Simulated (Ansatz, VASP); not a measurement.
One calculation of Mg3PtCl, two programs

```
Mg Pt Cl
1.0
     4.47517    0.00000    0.00000
     0.00000    4.47517    0.00000
     0.00000    0.00000    4.47517
Mg Pt Cl
3 1 1
Direct
  0.00000 0.50000 0.50000
  0.50000 0.00000 0.50000
  0.50000 0.50000 0.00000
  0.00000 0.00000 0.00000
  0.50000 0.50000 0.50000
```

Change from the starting cell: species swapped into the Mn3AgN type (Pm-3m, No. 221).

Alike in both runs: task relaxation of cell and atoms; functional PBE; k mesh 4 × 4 × 4; occupations gaussian, width 0.1 eV; no spin polarisation.

```csv
,VASP,Ansatz
version,VASP 6.6.1,Ansatz 0.2.0
potentials or method,"VASP PAW PBE potentials, release 64 (Mg, Pt, Cl), cutoff 600 eV","scalar-relativistic, plane waves, PAW"
valence electrons in the cell,23,55
```

VASP gave:

- gap on the k mesh at the Fermi level, each at its own relaxed structure (eV): none
- relaxed volume (Å³/atom): 20.45
- relaxed cell length with the largest relative difference (Å): 4.676

Task: Which values does Ansatz return?

Result: gap on the k mesh at the Fermi level, each at its own relaxed structure (eV): none; relaxed volume (Å³/atom): 20.51; relaxed cell length with the largest relative difference (Å): 4.681.

A gap of «none» marks a metal or a gap that the smearing closes. VASP's potentials hold 23 valence electrons a cell and Ansatz's 55, so a difference there can come from the potentials and not from the codes.

Neither program's run includes spin-orbit coupling.
